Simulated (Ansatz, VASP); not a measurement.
## InP: VASP beside Ansatz

Contents of POSCAR:

```
InP
1.0
    0.0000000000      2.9538133482      2.9538133482
    2.9538133482      0.0000000000      2.9538133482
    2.9538133482      2.9538133482      0.0000000000
In P
1 1
Direct
    0.0000000000      0.0000000000      0.0000000000
    0.2500000000      0.2500000000      0.2500000000
```

File INCAR.step1:

```
SYSTEM = InP
PREC = Accurate
ENCUT = 520
ISMEAR = 0
SIGMA = 0.01
LREAL = .FALSE.
LASPH = .TRUE.
NELM = 60
NBANDS = 16
GGA = PE
ALGO = Normal
EDIFF = 1E-4
LWAVE = .TRUE.
LCHARG = .FALSE.
```

Contents of INCAR.step2:

```
SYSTEM = InP
PREC = Accurate
ENCUT = 520
EDIFF = 1E-6
ISMEAR = 0
SIGMA = 0.01
LREAL = .FALSE.
LASPH = .TRUE.
NELM = 60
ALGO = Normal
ISIF = 2
LWAVE = .FALSE.
LCHARG = .FALSE.
METAGGA = R2SCAN
LMIXTAU = .TRUE.
NBANDS = 16
ISTART = 1
```

Contents of KPOINTS:

```
regular mesh
0
G
  6 6 6
  0 0 0
```

Input for Ansatz:

```yaml
crystal:
  lattice:
    - [0.0, 2.9538133482, 2.9538133482]
    - [2.9538133482, 0.0, 2.9538133482]
    - [2.9538133482, 2.9538133482, 0.0]
  atoms:
    - { symbol: In, position: [0.0, 0.0, 0.0] }
    - { symbol: P, position: [0.25, 0.25, 0.25] }
kpoints:
  mp_grid: { grid: [6, 6, 6] }
hamiltonian:
  xc: r2scan
scf:
  occupations: { method: fixed }
  n_extra_bands: 4
output:
  forces: true
  stress: true
  eigenvalues: true
```

Alike in both runs: task single point; functional r2SCAN; k mesh 6 × 6 × 6; no spin polarisation.

|  | VASP | Ansatz |
| --- | --- | --- |
| version | VASP 6.6.1 | Ansatz 0.2.0 |
| potentials or method | VASP PAW PBE potentials, release 64 (In_d, P) | plane waves, PAW |
| plane-wave cutoff (eV) | 520 | 500 |
| occupations | gaussian, width 0.01 eV | fixed |
| valence electrons in the cell | 18 | 18 |

VASP gave:

| Quantity | Value |
| --- | --- |
| gap on the k mesh at the Fermi level (eV) | 1.03 |
| pressure (GPa) | -0.1 |

Which values does Ansatz return?

gap on the k mesh at the Fermi level (eV): 1.02; pressure (GPa): 0.0.

VASP's potentials were made for PBE, not for r2SCAN.
